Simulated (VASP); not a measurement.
# Y (P6_3/mmc) in VASP: notebook, part 3 of 3

VASP 6.6.1. The steps go on from the part before.

### Step 4. Electric field gradients, r2SCAN (functional r2scan, volume scaled by 1.04)

Contents of POSCAR:

```
Y
1.0
    3.6995507901      0.0000000000      0.0000000000
   -1.8497753950      3.2039049668      0.0000000000
    0.0000000000      0.0000000000      5.8230323575
Y
2
Direct
    0.3333333333      0.6666666667      0.2500000000
    0.6666666667      0.3333333333      0.7500000000
```

Contents of INCAR.step1:

```
PREC     = Accurate       # precision mode
ENCUT    = 520            # plane-wave cutoff, eV
ISMEAR   = -1             # smearing method
SIGMA    = 0.08           # smearing width, eV
LREAL    = F              # projectors in reciprocal space
LASPH    = T              # aspherical terms in the spheres
NELM     = 60             # most SCF steps
NBANDS   = 18             # bands
GGA      = PE             # functional
ALGO     = Normal         # electronic algorithm
EDIFF    = 1E-4           # SCF threshold, eV
LWAVE    = T              # write WAVECAR
LCHARG   = F              # write CHGCAR
```

Contents of INCAR.step2:

```
PREC     = Accurate       # precision mode
ENCUT    = 520            # plane-wave cutoff, eV
EDIFF    = 1E-8           # SCF threshold, eV
ISMEAR   = -1             # smearing method
SIGMA    = 0.08           # smearing width, eV
LREAL    = F              # projectors in reciprocal space
LASPH    = T              # aspherical terms in the spheres
NELM     = 60             # most SCF steps
ALGO     = Normal         # electronic algorithm
ISIF     = 2              # what is computed and relaxed
LWAVE    = F              # write WAVECAR
LCHARG   = F              # write CHGCAR
METAGGA  = R2SCAN         # meta-GGA
LMIXTAU  = T            
LEFG     = T            
NBANDS   = 18             # bands
ISTART   = 1
```

Contents of KPOINTS:

```
regular mesh
0
Gamma
  12 12 7
```

Potentials or basis: VASP PAW PBE potentials, release 64 (Y_sv).

Started as:

```sh
$ cat potpaw_PBE.64/Y_sv/POTCAR > POTCAR
$ cp INCAR.step1 INCAR
$ mpirun -np 1 vasp_std > vasp.out
$ cp INCAR.step2 INCAR
$ mpirun -np 1 vasp_std > vasp.out
```

OUTCAR:

```text
PREC = Accurate
   ENCUT = 520
   EDIFF = 1E-8
   ISMEAR = -1
   LREAL = F
   LASPH = T
   NELM = 60
   ISIF = 2
   METAGGA = R2SCAN
   ISTART = 1

 ion  position               nearest neighbor table
   1  0.333  0.667  0.250-   2 3.61   2 3.61   2 3.61   2 3.61   2 3.61   2 3.61
   2  0.667  0.333  0.750-   1 3.61   1 3.61   1 3.61   1 3.61   1 3.61   1 3.61

  LATTYP: Found a hexagonal cell.
 ALAT       =     3.6995507901
 C/A-ratio  =     1.5739836234

  Lattice vectors:

 A1 = (   3.6995507901,   0.0000000000,   0.0000000000)
 A2 = (  -1.8497753950,   3.2039049668,   0.0000000000)
 A3 = (   0.0000000000,   0.0000000000,   5.8230323575)

Analysis of symmetry for initial positions (statically):
=====================================================================
 Subroutine PRICEL returns:
 Original cell was already a primitive cell.

 Routine SETGRP: Setting up the symmetry group for a
 hexagonal supercell.

 Subroutine GETGRP returns: Found 24 space group operations
 (whereof 12 operations were pure point group operations)
 out of a pool of 24 trial point group operations.

The static configuration has the point symmetry D_3d.
 The point group associated with its full space group is D_6h.

Analysis of symmetry for dynamics (positions and initial velocities):
=====================================================================
 Subroutine PRICEL returns:
 Original cell was already a primitive cell.

 Routine SETGRP: Setting up the symmetry group for a
 hexagonal supercell.

 Subroutine GETGRP returns: Found 24 space group operations
 (whereof 12 operations were pure point group operations)
 out of a pool of 24 trial point group operations.

The dynamic configuration has the point symmetry D_3d.
 The point group associated with its full space group is D_6h.

 Subroutine INISYM returns: Found 24 space group operations
 (whereof 12 operations are pure point group operations),
 and found     1 'primitive' translations

----------------------------------------------------------------------------------------

                                     Primitive cell

  volume of cell :      69.0205

  direct lattice vectors                    reciprocal lattice vectors
     3.699550790  0.000000000  0.000000000     0.270303087  0.156059560  0.000000000
    -1.849775395  3.203904967  0.000000000     0.000000000  0.312119120  0.000000000
     0.000000000  0.000000000  5.823032357     0.000000000  0.000000000  0.171731830

  length of vectors
     3.699550790  3.699550790  5.823032357     0.312119120  0.312119120  0.171731830

  position of ions in fractional coordinates (direct lattice)
     0.333333333  0.666666667  0.250000000
     0.666666667  0.333333333  0.750000000

  ion indices of the primitive-cell ions
   primitive index   ion index
                 1           1
                 2           2

----------------------------------------------------------------------------------------

 KPOINTS: regular mesh

Automatic generation of k-mesh.
[... 73 lines left out ...]
   ISYM   =      2    0-nonsym 1-usesym 2-fastsym
   POTIM  = 0.5000    time-step for ionic-motion
   TEBEG  =    0.0;   TEEND  =   0.0 temperature during run
   PSTRESS=    0.0 pullay stress
   NELECT =      22.0000    total number of electrons
   NUPDOWN=      -1.0000    fix difference up-down
   EMIN   =  10.00;   EMAX   =-10.00  energy-range for DOS
   EFERMI =   0.00;   METHOD = LEGACY
   ISMEAR =    -1;   SIGMA  =   0.08  broadening in eV -4-tet -1-fermi 0-gaus
   EFERMI_NEDOS =   21; number of points for ismear=-14 and -15
   IALGO  =     38    algorithm
   IMIX   =      4    mixing-type and parameters
     AMIX     =   0.40;   BMIX     =  1.00
     AMIX_MAG =   1.60;   BMIX_MAG =  1.00
  volume/ion in A,a.u.               =      34.51       232.89
  Fermi-wavevector in a.u.,A,eV,Ry     =   1.118295  2.113271 17.015230  1.250584
  Thomas-Fermi vector in A             =   2.254925
   LORBIT       =      0    0 simple, 1 ext, 2 COOP (PROOUT), +10 PAW based schemes
   METAGGA = R2SCAN    functional components
   LHFCALC =     F    Hartree Fock is set to
   AEXX    =    0.0000 exact exchange contribution
   IVDW    =     0    specifies the selected vdW correction
   LEPSILON=     F    determine dielectric tensor
   LRPA    =     F    only Hartree local field effects (RPA)
 non-spin polarized calculation
  energy-cutoff  :      520.00
  volume of cell :       69.02
 maximum number of plane-waves:      1882
 NGX is ok and might be reduce to    28
   NGX = 13   NGY = 13   NGZ = 21

 number of electron      22.0000000 magnetization

 Free energy of the ion-electron system (eV)
  ---------------------------------------------------
  ext. energy  EPLUGINS =         0.00000000
  ---------------------------------------------------
  free energy    TOTEN  =       -40.57419388 eV

  energy without entropy =      -40.49471878  energy(sigma->0) =      -40.53445633

 E-fermi :   2.7950     XC(G=0):  -9.8663

 val. band max:        2.7862061053   @ k =   0.4167  -0.0000   0.4286
 cond. band min:       2.8063157948   @ k =   0.5000  -0.0000   0.4286
 fundamental gap:      0.0201096895
 Fermi energy:         2.7949793016

 k-point     1 :       0.0000    0.0000    0.0000
  band No.  band energies     occupation
      1     -41.5125      2.00000
      2     -41.4490      2.00000
      3     -21.0931      2.00000
      4     -20.6615      2.00000
      5     -20.6615      2.00000
      6     -20.5846      2.00000
[... 481 lines left out ...]
      5     -20.8409      2.00000
      6     -20.7351      2.00000
[... 10 lines left out ...]
     17       6.8265      0.00000
     18       7.0681      0.00000

 [... further k-points ...]

------------------------ aborting loop because EDIFF is reached ----------------------------------------

  FORCE on cell =-STRESS in cart. coord.  units (eV):
  Direction    XX          YY          ZZ          XY          YZ          ZX
  --------------------------------------------------------------------------------------
  -------------------------------------------------------------------------------------
  Total       -0.3474533     -0.3474533     -0.6503536     -0.0000000      0.0000000     -0.0000000
  in kB       -8.0654610     -8.0654610    -15.0967089     -0.0000000      0.0000000     -0.0000000
  external PRESSURE =     -10.4092103 kB  Pullay stress =       0.0000000 kB

 VOLUME and BASIS-vectors are now :
 -----------------------------------------------------------------------------
  energy-cutoff  :      520.00
  volume of cell :       69.02
      direct lattice vectors                 reciprocal lattice vectors
     3.699550790  0.000000000  0.000000000     0.270303087  0.156059560  0.000000000
    -1.849775395  3.203904967  0.000000000     0.000000000  0.312119120  0.000000000
     0.000000000  0.000000000  5.823032357     0.000000000  0.000000000  0.171731830

 POSITION                                       TOTAL-FORCE (eV/Angst)
 -----------------------------------------------------------------------------------
     -0.00000      2.13594      1.45576         0.000000     -0.000000      0.000000
      1.84978      1.06797      4.36727         0.000000      0.000000      0.000000
 -----------------------------------------------------------------------------------
    total drift:                               -0.000000      0.000000     -0.000000

  FREE ENERGIE OF THE ION-ELECTRON SYSTEM (eV)
  ---------------------------------------------------
  free  energy   TOTEN  =       -40.5741938833 eV

  energy  without entropy=      -40.4947187834  energy(sigma->0) =      -40.53445633

 Electric field gradients (V/A^2)
---------------------------------------------------------------------
 ion       V_xx      V_yy      V_zz      V_xy      V_xz      V_yz
---------------------------------------------------------------------
   1     -13.723   -13.723    27.446    -0.000     0.000    -0.000
   2     -13.723   -13.723    27.446    -0.000    -0.000     0.000
---------------------------------------------------------------------

 Electric field gradients after diagonalization (V/A^2)
 (convention: |V_zz| > |V_xx| > |V_yy|)
----------------------------------------------------------------------
 ion       V_xx      V_yy      V_zz     asymmetry (V_yy - V_xx)/ V_zz
----------------------------------------------------------------------
   1     -13.723   -13.723    27.446       0.000
   2     -13.723   -13.723    27.446       0.000
----------------------------------------------------------------------

           NMR quadrupolar parameters

 Cq : quadrupolar parameter    Cq=e*Q*V_zz/h
 eta: asymmetry parameters     (V_yy - V_xx)/ V_zz
 Q  : nuclear electric quadrupole moment in mb (millibarn)
----------------------------------------------------------------------
 ion       Cq(MHz)       eta       Q (mb)
----------------------------------------------------------------------
   1       0.066       0.000       1.000
   2       0.066       0.000       1.000
----------------------------------------------------------------------
```

It took 12 min on 1 thread of Oxide Virtual Turin-like, shared host; peak memory 0.22 GiB.

Results:

- Free energy: -40.5742 eV
- Pressure: -1.0 GPa
- Band gap on the k mesh: zero (band 11 reaches 3.63 eV, above the bottom of band 12 at 2.26 eV)

Levels at points of the mesh, in eV from the Fermi level:
| k point | band 7 | band 8 | band 9 | band 10 | band 11 | band 12 | band 13 | band 14 | band 15 | band 16 |
| --- | --- | --- | --- | --- | --- | --- | --- | --- | --- | --- |
| (0.00, 0.00, 0.00) | -23.38 | -23.36 | -4.84 | -1.81 | 0.58 | 1.95 | 1.95 | 2.25 | 2.57 | 2.57 |
| (0.50, 0.00, 0.00) | -23.49 | -23.43 | -1.69 | -1.12 | -0.76 | -0.27 | 1.42 | 1.70 | 2.16 | 5.20 |

Electric field gradients, principal values (V/Å²):
```tsv
atom	least	middle	greatest (by size)
1 Y	-13.723	-13.723	27.446
2 Y	-13.723	-13.723	27.446
```

Caveat: without QUAD_EFG the Cq values of the log hold for a quadrupole moment of 1 mb, not for the nuclei; the PAW data sets were made with another functional, which shifts forces and pressure a little.

### Step 5. Overview

| level | cell | gap on the mesh (eV) | pressure (GPa) |
| --- | --- | --- | --- |
| PBEsol | a = 3.651, b = 3.651, c = 5.747 Å, angles 90.0, 90.0, 120.0°, 2 atoms | none | -2.3 |
| r2SCAN | a = 3.651, b = 3.651, c = 5.747 Å, angles 90.0, 90.0, 120.0°, 2 atoms | none | 0.5 |
| r2SCAN | a = 3.700, b = 3.700, c = 5.823 Å, angles 90.0, 90.0, 120.0°, 2 atoms | none | -1.0 |

Alike in all rows: task electric field gradients; potentials or basis VASP PAW PBE potentials, release 64 (Y_sv); no spin polarisation; k mesh 12 × 12 × 7; cutoff (eV) 520; smearing fermi-dirac 0.08 eV.

Caveats: the PAW data sets were made with another functional, which shifts forces and pressure a little.

Total energies depend on the potentials used, so only differences within one code and one set of settings carry meaning.
